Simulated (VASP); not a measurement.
# In8Sb7As (P1) in VASP: a series of runs, part 2 of 2

VASP 6.6.1. Earlier steps stand in the parts before.

**3. Relaxation of volume and atoms at fixed shape, PBEsol**

This run uses another cell than the first one, of 33.83 Å³/atom.

File INCAR:

```
SYSTEM = In8Sb7As
PREC = Accurate
ENCUT = 500
EDIFF = 1E-7
ISMEAR = -1
SIGMA = 0.05
LREAL = Auto
LASPH = .TRUE.
NELM = 120
ALGO = Normal
ISIF = 8
LWAVE = .FALSE.
LCHARG = .FALSE.
GGA = PS
IBRION = 2
NSW = 100
EDIFFG = -0.03
ISYM = -1
GGA_COMPAT = .FALSE.
NELMIN = 4
KPAR = 1
```

File KPOINTS:

```
explicit points
1
Reciprocal
  0.25000000   0.25000000   0.25000000 1
```

File POSCAR:

```
In8Sb7As
1.0
   12.9363110000      0.0000000000      0.0000000000
    0.0000000000     12.9363110000      0.0000000000
    0.0000000000      0.0000000000     12.9363110000
In Sb As
32 28 4
Direct
    0.9990850000      0.0004520000      0.0013440000
    0.9985500000      0.9963210000      0.4986190000
    0.9990690000      0.5011010000      0.9997530000
    0.9988990000      0.5002360000      0.4997750000
    0.4978610000      0.9999460000      0.9972680000
    0.4981170000      0.0015210000      0.4993760000
    0.5015570000      0.5023190000      0.0001000000
    0.4977530000      0.4983440000      0.4990520000
    0.2493700000      0.2519590000      0.0039230000
    0.2511370000      0.2491240000      0.5004990000
    0.2488480000      0.7526370000      0.9975990000
    0.2491650000      0.7469670000      0.4999930000
    0.7507310000      0.2514490000      0.0000510000
    0.7488040000      0.2509820000      0.4966240000
    0.7501310000      0.7510460000      0.9975900000
    0.7510850000      0.7515250000      0.5010570000
    0.2490360000      0.0006500000      0.2503040000
    0.2502040000      0.9995870000      0.7508740000
    0.2506000000      0.4999040000      0.2520230000
    0.2507540000      0.5025950000      0.7489390000
    0.7482510000      0.0012180000      0.2492860000
    0.7516990000      0.0017630000      0.7499570000
    0.7527200000      0.4999850000      0.2492820000
    0.7496430000      0.4989650000      0.7477310000
    0.9970330000      0.2508000000      0.2518640000
    0.0023170000      0.2499130000      0.7493300000
    0.9993340000      0.7488010000      0.2505080000
    0.0001970000      0.7486200000      0.7486990000
    0.4984130000      0.2516040000      0.2495620000
    0.4974620000      0.2466350000      0.7514450000
    0.4985940000      0.7488580000      0.2490540000
    0.4982050000      0.7485690000      0.7495790000
    0.1274720000      0.1274290000      0.1261420000
    0.1238080000      0.1256260000      0.6266550000
    0.1223780000      0.6259390000      0.1238390000
    0.1294030000      0.6271150000      0.6238060000
    0.6264010000      0.1242470000      0.1235050000
    0.6267040000      0.1246010000      0.6217630000
    0.6259800000      0.6289690000      0.1257430000
    0.6254140000      0.6250980000      0.6229630000
    0.3761640000      0.3782680000      0.1267360000
    0.3755870000      0.3721300000      0.6255030000
    0.8736700000      0.3746150000      0.1239310000
    0.8741250000      0.3765890000      0.6264600000
    0.8749170000      0.8729300000      0.1264200000
    0.8745550000      0.8742560000      0.6228200000
    0.3748110000      0.1244680000      0.3741160000
    0.3745810000      0.1238910000      0.8750940000
    0.3752060000      0.6249200000      0.3728570000
    0.3770710000      0.6272620000      0.8766710000
    0.8739020000      0.1254070000      0.3734730000
    0.8712770000      0.6254800000      0.3749240000
    0.8744100000      0.6262600000      0.8759250000
    0.1264440000      0.3763370000      0.3762800000
    0.1245740000      0.3757800000      0.8740120000
    0.1262600000      0.8750090000      0.3741350000
    0.1281330000      0.8708400000      0.8716680000
    0.6250070000      0.3770160000      0.8723320000
    0.6223430000      0.8763310000      0.3730560000
    0.6295120000      0.8759710000      0.8737750000
    0.3767860000      0.8771330000      0.1245030000
    0.3724140000      0.8768910000      0.6255780000
    0.8771130000      0.1247520000      0.8724190000
    0.6249860000      0.3732920000      0.3775760000
```

Potentials or basis: VASP PAW PBE potentials, release 64 (In_d, Sb, As).

On the command line:

```
$ cat potpaw_PBE.64/In_d/POTCAR potpaw_PBE.64/Sb/POTCAR potpaw_PBE.64/As/POTCAR > POTCAR
$ mpirun -np 4 vasp_std > vasp.out
```

OUTCAR:

```text
SYSTEM = In8Sb7As
   PREC = Accurate
   ENCUT = 500
   EDIFF = 1E-7
   ISMEAR = -1
   LREAL = Auto
   LASPH = .TRUE.
   NELM = 120
   ISIF = 8
   GGA = PS
   IBRION = 2
   NSW = 100
   EDIFFG = -0.03
   ISYM = -1
   NELMIN = 4

 ion  position               nearest neighbor table
   1  0.999  0.000  0.001-  63 2.80  45 2.81  33 2.84  57 2.90
   2  0.999  0.996  0.499-  46 2.77  56 2.79  51 2.83  34 2.86
   3  0.999  0.501  1.000-  35 2.78  53 2.79  43 2.81  55 2.81
   4  0.999  0.500  0.500-  54 2.80  44 2.80  52 2.82  36 2.85
   5  0.498  1.000  0.997-  48 2.76  61 2.77  37 2.83  60 2.83
   6  0.498  0.002  0.499-  47 2.77  38 2.79  59 2.81  62 2.81
[... 56 lines left out ...]
  63  0.877  0.125  0.872-  22 2.77  26 2.79   1 2.80  13 2.84
  64  0.625  0.373  0.378-  14 2.73   8 2.79  29 2.81  23 2.86

IMPORTANT INFORMATION: All symmetrisations will be switched off!
NOSYMM: (Re-)initialisation of all symmetry stuff for point group C_1.

----------------------------------------------------------------------------------------

                                     Primitive cell

  volume of cell :    2164.8676

  direct lattice vectors                    reciprocal lattice vectors
    12.936311000  0.000000000  0.000000000     0.077301790  0.000000000  0.000000000
     0.000000000 12.936311000  0.000000000     0.000000000  0.077301790  0.000000000
     0.000000000  0.000000000 12.936311000     0.000000000  0.000000000  0.077301790

  length of vectors
    12.936311000 12.936311000 12.936311000     0.077301790  0.077301790  0.077301790

  position of ions in fractional coordinates (direct lattice)
     0.999085000  0.000452000  0.001344000
     0.998550000  0.996321000  0.498619000
     0.999069000  0.501101000  0.999753000
     0.998899000  0.500236000  0.499775000
     0.497861000  0.999946000  0.997268000
     0.498117000  0.001521000  0.499376000
[... 56 lines left out ...]
     0.877113000  0.124752000  0.872419000
     0.624986000  0.373292000  0.377576000

  ion indices of the primitive-cell ions
   primitive index   ion index
                 1           1
                 2           2
                 3           3
                 4           4
                 5           5
                 6           6
[... 56 lines left out ...]
                63          63
                64          64

----------------------------------------------------------------------------------------

 KPOINTS: explicit points

Read explicit list of k-points.

 Found      1 k-points:

 Following reciprocal coordinates:
            Coordinates               Weight
  0.250000  0.250000  0.250000      1.000000
   k-points           NKPTS =      1   k-points in BZ     NKDIM =      1   number of bands    NBANDS=    348
   number of dos      NEDOS =    301   number of ions     NIONS =     64
   total plane-waves  NPLWV = 884736
   dimension x,y,z NGX =    96 NGY =   96 NGZ =   96
   dimension x,y,z NGXF=   192 NGYF=  192 NGZF=  192
   ions per type =              32  28   4
[... 32 lines left out ...]
     AMIX_MAG =   1.60;   BMIX_MAG =  1.00
  volume/ion in A,a.u.               =      33.83       228.27
  Fermi-wavevector in a.u.,A,eV,Ry     =   1.052944  1.989775 15.084653  1.108691
  Thomas-Fermi vector in A             =   2.188046
   LORBIT       =      0    0 simple, 1 ext, 2 COOP (PROOUT), +10 PAW based schemes
   GGA     = PS    functional components
   LHFCALC =     F    Hartree Fock is set to
   AEXX    =    0.0000 exact exchange contribution
   IVDW    =     0    specifies the selected vdW correction
   LEPSILON=     F    determine dielectric tensor
   LRPA    =     F    only Hartree local field effects (RPA)
 conjugate gradient relaxation of ions
 non-spin polarized calculation
  energy-cutoff  :      500.00
  volume of cell :     2164.87
 maximum number of plane-waves:     54987
 NGX is ok and might be reduce to    96
   NGX = 47   NGY = 47   NGZ = 47

--------------------------------------- Ionic step        1  -------------------------------------------

 number of electron     576.0000008 magnetization

 Free energy of the ion-electron system (eV)
  ---------------------------------------------------
  ext. energy  EPLUGINS =         0.00000000
  ---------------------------------------------------
  free energy    TOTEN  =      -247.87512309 eV

  energy without entropy =     -247.87342953  energy(sigma->0) =     -247.87427631

------------------------ aborting loop because EDIFF is reached ----------------------------------------

  FORCE on cell =-STRESS in cart. coord.  units (eV):
  Direction    XX          YY          ZZ          XY          YZ          ZX
  --------------------------------------------------------------------------------------
  -------------------------------------------------------------------------------------
  Total        2.0998432      2.2676883      2.2272247     -5.3125630     -8.7334282     -7.3356630
  in kB        1.5540540      1.6782729      1.6483266     -3.9317268     -6.4634440     -5.4289846
  external PRESSURE =       1.6268845 kB  Pullay stress =       0.0000000 kB
[... 183 lines left out ...]
--------------------------------------- Ionic step        3  -------------------------------------------

 number of electron     575.9999980 magnetization

 E-fermi :   4.7877     XC(G=0):  -8.7878

 val. band max:        4.4247815907   @ k =   0.2500   0.2500   0.2500
 cond. band min:       5.1242979420   @ k =   0.2500   0.2500   0.2500
 fundamental gap:      0.6995163514
 Fermi energy:         4.7876760250

 k-point     1 :       0.2500    0.2500    0.2500
  band No.  band energies     occupation
      1      -9.9571      2.00000
      2      -9.9538      2.00000
      3      -9.9499      2.00000
      4      -9.9491      2.00000
      5      -9.9461      2.00000
      6      -9.9431      2.00000
[... 292 lines left out ...]
    299       6.1546      0.00000
    300       6.2569      0.00000
 [bands above 300 left out]

------------------------ aborting loop because EDIFF is reached ----------------------------------------

  FORCE on cell =-STRESS in cart. coord.  units (eV):
  Direction    XX          YY          ZZ          XY          YZ          ZX
  --------------------------------------------------------------------------------------
  -------------------------------------------------------------------------------------
  Total       -6.5419320     -6.4957166     -6.5528732     -6.1863941     -4.7499042     -5.0582134
  in kB       -4.7887285     -4.7548986     -4.7967375     -4.5284729     -3.4769548     -3.7026387
  external PRESSURE =      -4.7801215 kB  Pullay stress =       0.0000000 kB
[... 79 lines left out ...]
  FREE ENERGIE OF THE ION-ELECTRON SYSTEM (eV)
  ---------------------------------------------------
  free  energy   TOTEN  =      -248.8514329441 eV

  energy  without entropy=     -248.8494921059  energy(sigma->0) =     -248.85046253

[... ionic steps 4 to 9 ...]

--------------------------------------- Ionic step       10  -------------------------------------------

 number of electron     576.0000001 magnetization

------------------------ aborting loop because EDIFF is reached ----------------------------------------
[... 191 lines left out ...]
--------------------------------------- Ionic step       12  -------------------------------------------

 number of electron     576.0000006 magnetization

 Free energy of the ion-electron system (eV)
  ---------------------------------------------------
  ext. energy  EPLUGINS =         0.00000000
  ---------------------------------------------------
  free energy    TOTEN  =      -249.12080909 eV

  energy without entropy =     -249.11913602  energy(sigma->0) =     -249.11997255

 E-fermi :   4.9257     XC(G=0):  -8.8443

 val. band max:        4.5497395990   @ k =   0.2500   0.2500   0.2500
 cond. band min:       5.2706946314   @ k =   0.2500   0.2500   0.2500
 fundamental gap:      0.7209550324
 Fermi energy:         4.9256512130

 k-point     1 :       0.2500    0.2500    0.2500
  band No.  band energies     occupation
      1      -9.9145      2.00000
      2      -9.9133      2.00000
      3      -9.9032      2.00000
      4      -9.8975      2.00000
      5      -9.8421      2.00000
      6      -9.8406      2.00000
[... 292 lines left out ...]
    299       6.3008      0.00000
    300       6.4051      0.00000
 [bands above 300 left out]

------------------------ aborting loop because EDIFF is reached ----------------------------------------

  FORCE on cell =-STRESS in cart. coord.  units (eV):
  Direction    XX          YY          ZZ          XY          YZ          ZX
  --------------------------------------------------------------------------------------
  -------------------------------------------------------------------------------------
  Total        0.1522611      0.1870878      0.2260257     -6.0391203     -6.0289579     -6.0144083
  in kB        0.1129147      0.1387417      0.1676176     -4.4785282     -4.4709919     -4.4602021
  external PRESSURE =       0.1397580 kB  Pullay stress =       0.0000000 kB
[... 79 lines left out ...]
  FREE ENERGIE OF THE ION-ELECTRON SYSTEM (eV)
  ---------------------------------------------------
  free  energy   TOTEN  =      -249.1208090919 eV

  energy  without entropy=     -249.1191360172  energy(sigma->0) =     -249.11997255

 reached required accuracy - stopping structural energy minimisation
```

Run time: 39 min. Hardware: 4 MPI ranks of AMD EPYC 9R45 (Zen 5), shared host; peak memory 0.7 GiB.

What came out:

| Quantity | Value |
| --- | --- |
| Free energy | -249.1208 eV |
| Relaxed volume | 33.76 Å³/atom |
| Relaxed cell | a = 12.928 Å, b = 12.928 Å, c = 12.928 Å, α = 90.00°, β = 90.00°, γ = 90.00° |
| Space group after relaxing (to 0.1 Å) | Cc (No. 9) |
| Energy gained by relaxing | 19.5 meV/atom |
| Ionic steps | 12 |
| Pressure after relaxing | 0.0 GPa |
| Largest force after relaxing | 0.025 eV/Å |
| Band gap on the k mesh | 0.72 eV |

Forces on the atoms (eV/Å):
```
In  -0.017  0.011  0.001
In  -0.010  0.004 -0.005
In   0.005  0.008 -0.002
In   0.009  0.009 -0.001
In  -0.017  0.006  0.013
In   0.010 -0.005  0.003
In  -0.018 -0.009 -0.014
In   0.012 -0.003  0.004
In   0.010  0.001 -0.008
In  -0.002  0.014 -0.006
In  -0.001 -0.012  0.003
In  -0.014  0.003  0.011
In  -0.009 -0.003  0.006
In  -0.005 -0.005 -0.007
In  -0.001 -0.012  0.005
In   0.019  0.001  0.002
In   0.004  0.002  0.002
In   0.016 -0.006 -0.016
In   0.000 -0.010 -0.009
In  -0.007 -0.014 -0.002
In   0.007 -0.009  0.010
In  -0.008 -0.015 -0.001
In   0.002  0.015  0.007
In  -0.001  0.012  0.013
In   0.020 -0.007 -0.002
In   0.005 -0.006  0.002
In  -0.004  0.014 -0.003
In  -0.009  0.001 -0.001
In  -0.004 -0.002 -0.004
In  -0.008  0.020  0.003
In   0.011  0.007 -0.007
In   0.006 -0.004  0.003
Sb   0.010 -0.007 -0.011
Sb   0.001  0.009 -0.004
Sb  -0.001  0.000  0.009
Sb  -0.002  0.001  0.008
Sb   0.002 -0.003  0.004
Sb  -0.005  0.006  0.012
Sb  -0.014 -0.004 -0.010
Sb   0.008  0.009  0.005
Sb  -0.004 -0.012 -0.004
Sb  -0.003  0.005 -0.008
Sb   0.000 -0.001 -0.002
Sb  -0.003  0.006  0.004
Sb  -0.003 -0.004 -0.002
Sb   0.002  0.004 -0.005
Sb   0.000  0.003  0.013
Sb   0.009 -0.003 -0.006
Sb  -0.006  0.010 -0.007
Sb  -0.002 -0.004 -0.006
Sb   0.001  0.001  0.001
Sb   0.010  0.002 -0.008
Sb  -0.002 -0.007  0.003
Sb  -0.002  0.002 -0.002
Sb  -0.012 -0.005 -0.001
Sb  -0.001  0.008 -0.002
Sb   0.009  0.000  0.002
Sb   0.008 -0.003  0.004
Sb   0.006 -0.003  0.008
Sb   0.000 -0.004  0.016
As  -0.005  0.002  0.002
As   0.011 -0.001 -0.002
As  -0.006 -0.010 -0.013
As  -0.003 -0.004 -0.001
```

The path:
| step | energy change (eV) | largest force (eV/Å) | pressure (GPa) | volume (Å³) |
| --- | --- | --- | --- | --- |
| 1 | 0.0000 | 1.1504 | 0.16 | 2164.87 |
| 2 | -0.6805 | 0.6998 | -0.17 | 2175.65 |
| 3 | -0.9763 | 0.3892 | -0.48 | 2188.75 |
| 4 | -1.1400 | 0.3124 | 0.22 | 2152.32 |
| 5 | -1.1427 | 0.3021 | 0.33 | 2146.87 |
| 6 | -1.2156 | 0.0987 | 0.04 | 2160.05 |
| 7 | -1.2185 | 0.1036 | -0.03 | 2163.23 |
| 8 | -1.2328 | 0.0698 | -0.01 | 2162.13 |
| 9 | -1.2393 | 0.0612 | 0.01 | 2160.72 |
| 10 | -1.2433 | 0.0345 | 0.00 | 2161.22 |
| 11 | -1.2441 | 0.0339 | -0.01 | 2161.59 |
| 12 | -1.2457 | 0.0247 | 0.01 | 2160.47 |

Final structure:
```xyz
64
Lattice="12.9276 0.0000 0.0000 0.0000 12.9276 0.0000 0.0000 0.0000 12.9276" Properties=species:S:1:pos:R:3 pbc="T T T"
In   12.8767    0.0807   12.8383
In    0.0032    0.0049    6.4438
In   12.9199    6.4702    0.0104
In   12.9253    6.4682    6.4837
In    6.3912   12.8575    0.0664
In    6.3860   12.8653    6.5495
In    6.4938    6.4842   12.9184
In    6.5322    6.3929    6.3687
In    3.2406    3.2389    0.0121
In    3.2231    3.2136    6.4669
In    3.2943    9.7975    0.0686
In    3.3324    9.7649    6.5255
In    9.7672    3.1503   12.8394
In    9.6091    3.3086    6.3836
In    9.6873    9.7064   12.9179
In    9.6665    9.7130    6.4564
In    3.3105   12.8677    3.1411
In    3.2980   12.8472    9.6198
In    3.2307    6.4868    3.2457
In    3.2530    6.4744    9.6972
In    9.6662    0.0099    3.2274
In    9.7691    0.1030    9.7632
In    9.6046    6.3880    3.2906
In    9.6766    6.4741    9.6732
In   12.9268    3.2287    3.2317
In   12.8617    3.1452    9.7602
In   12.9240    9.6963    3.2330
In    0.0170    9.6961    9.6994
In    6.5555    3.2916    3.3003
In    6.4671    3.1966    9.7088
In    6.3767    9.7737    3.1500
In    6.3981    9.7834    9.6069
Sb    1.6143    1.5971    1.6003
Sb    1.6132    1.5856    8.1002
Sb    1.6362    8.1083    1.6043
Sb    1.6518    8.1051    8.0693
Sb    8.0710    1.6240    1.5866
Sb    8.0874    1.6140    8.0609
Sb    8.0699    8.1015    1.6429
Sb    8.0345    8.0813    8.0482
Sb    4.8832    4.8640    1.6406
Sb    4.8792    4.8378    8.0598
Sb   11.2755    4.8264    1.6128
Sb   11.2909    4.8127    8.0812
Sb   11.3158   11.3478    1.5913
Sb   11.3066   11.3337    8.0963
Sb    4.8688    1.5985    4.8385
Sb    4.8293    1.5686   11.3161
Sb    4.8783    8.1022    4.8454
Sb    4.8576    8.1408   11.3165
Sb   11.2785    1.6347    4.8453
Sb   11.2784    8.0597    4.8444
Sb   11.3027    8.0796   11.3003
Sb    1.6122    4.8508    4.8528
Sb    1.6003    4.8352   11.3018
Sb    1.6684   11.3116    4.8396
Sb    1.6328   11.3374   11.3077
Sb    8.0977    4.8253   11.3034
Sb    8.0159   11.3209    4.8404
Sb    8.0644   11.3455   11.2918
As    4.8480   11.3184    1.6062
As    4.8434   11.3171    8.0766
As   11.3199    1.6179   11.3099
As    8.0752    4.8473    4.8386
```

Caveat: semilocal functionals underestimate gaps, and a narrow one can read as zero; the PAW data sets were made with another functional, which shifts forces and pressure a little; spin-orbit coupling is left out, which moves the levels of the heavy elements; a shifted mesh leaves out Γ, where band edges can lie. A k mesh can miss the band edges.
